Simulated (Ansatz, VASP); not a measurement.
# Ta: VASP beside Ansatz

File INCAR:

```
SYSTEM = Ta
ALGO = Normal
EDIFF = 1E-7
ENCUT = 520
GGA = CA
ISIF = 2
ISMEAR = 1
LASPH = .TRUE.
LCHARG = .FALSE.
LREAL = .FALSE.
LWAVE = .FALSE.
NBANDS = 12
NELM = 100
PREC = Accurate
SIGMA = 0.02
```

KPOINTS

```
k-points
0
G
  20 20 20
  0 0 0
```

File POSCAR:

```
Ta
1.0
   -1.6760492000      1.6760492000      1.6512800000
    1.6760492000     -1.6760492000      1.6512800000
    1.6760492000      1.6760492000     -1.6512800000
Ta
1
Direct
    0.0000000000      0.0000000000      0.0000000000
```

Input for Ansatz:

```yaml
crystal:
  lattice:
    - [-1.6760492, 1.6760492, 1.65128]
    - [1.6760492, -1.6760492, 1.65128]
    - [1.6760492, 1.6760492, -1.65128]
  atoms:
    - { symbol: Ta, position: [0.0, 0.0, 0.0] }
basis:
  ecutwfc: 420
kpoints:
  mp_grid: { grid: [20, 20, 20] }
hamiltonian:
  xc: lda
scf:
  occupations: { method: methfessel_paxton, width: 0.02 }
output:
  forces: true
  stress: true
  eigenvalues: true
```

Change from the starting cell: strain +0.0150 x Voigt [1, 1, 0, 0, 0, 0], atoms carried along.

Alike in both runs: task single point; functional LDA; k mesh 20 × 20 × 20; occupations methfessel-paxton of order 1, width 0.02 eV; no spin polarisation.

|  | VASP | Ansatz |
| --- | --- | --- |
| version | VASP 6.6.1 | Ansatz 0.2.0 |
| potentials or method | VASP PAW LDA potentials, release 64 (Ta_pv), cutoff 520 eV | scalar-relativistic, plane waves, PAW |
| valence electrons in the cell | 11 | 13 |

Ansatz gave:

| Item | Value |
| --- | --- |
| gap on the k mesh at the Fermi level (eV) | none |
| pressure (GPa) | -14.2 |
| traceless stress, the component that is largest in VASP (GPa) | 0.97 |

Q: Which values does VASP return?

A: gap on the k mesh at the Fermi level (eV): none; pressure (GPa): -13.5; traceless stress, the component that is largest in VASP (GPa): 1.00.

LDA's correlation is that of Perdew and Zunger in VASP and of Perdew and Wang (1992) in Ansatz. A gap of «none» marks a metal or a gap that the smearing closes. VASP's potentials hold 11 valence electrons a cell and Ansatz's 13, so a difference there can come from the potentials and not from the codes.

Spin-orbit coupling is off throughout.
